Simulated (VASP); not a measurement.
# P3C: relaxation of cell and atoms with PBE

The system is P3C.

```
P C
1.0
    -2.28962    2.28962    2.28962
     2.28962   -2.28962    2.28962
     2.28962    2.28962   -2.28962
P C
3 1
Direct
  0.00000 0.50000 0.50000
  0.50000 0.00000 0.50000
  0.50000 0.50000 0.00000
  0.00000 0.00000 0.00000
```

The cell was built from a structure type or drawn by symmetry, and may not be a known phase.

```yaml
Program: VASP 6.6.1
Task: relaxation of cell and atoms
Functional: PBE
Potentials_or_basis: VASP PAW PBE potentials, release 64 (P, C)
Cutoff: 600 eV
k_mesh: 6 × 6 × 6
Occupations: gaussian, width 0.1 eV
Spin: no spin polarisation
Dipole_correction: no
Further_INCAR_settings: ALGO = Normal; EDIFF = 1e-07; IBRION = 2; EDIFFG = -0.04; NSW = 90; ISIF = 3
```

| Property | Result |
| --- | --- |
| Relaxed volume | 11.90 Å³/atom |
| Relaxed cell | a = 3.954 Å, b = 3.954 Å, c = 3.954 Å, α = 109.47°, β = 109.47°, γ = 109.47° |
| Space group after relaxing (to 0.1 Å) | Im-3m (No. 229) |
| Energy gained by relaxing | 0.1 meV/atom |
| Ionic steps | 2 |
| Pressure after relaxing | 0.4 GPa |
| Band gap on the k mesh | zero (an odd number of electrons rules out a gap without spin polarisation) |

The path:
```csv
step,energy change (eV),largest force (eV/Å),pressure (GPa),volume (Å³)
1,0.0000,0.0000,-0.81,48.01
2,-0.0005,0.0000,0.45,47.59
```

Final structure:
```
P C
1.0
    -2.28294    2.28294    2.28294
     2.28294   -2.28294    2.28294
     2.28294    2.28294   -2.28294
P C
3 1
Direct
  0.00000 0.50000 0.50000
  0.50000 0.00000 0.50000
  0.50000 0.50000 0.00000
  0.00000 0.00000 0.00000
```

Levels at points of the mesh, in eV from the Fermi level:
```csv
k point,band 7,band 8,band 9,band 10,band 11,band 12,band 13
"(0.00, 0.00, 0.00)",-6.02,-4.74,-4.74,-4.74,1.35,1.35,1.35
"(0.50, 0.00, 0.00)",-2.32,-2.28,-0.74,-0.38,0.58,1.95,4.61
"(0.50, 0.50, 0.50)",-1.84,-1.84,-1.84,-0.11,5.66,5.66,5.66
```

It took 27 s on 1 thread of Intel Xeon 8259CL, with other jobs on the host, peak memory 0.17 GiB.
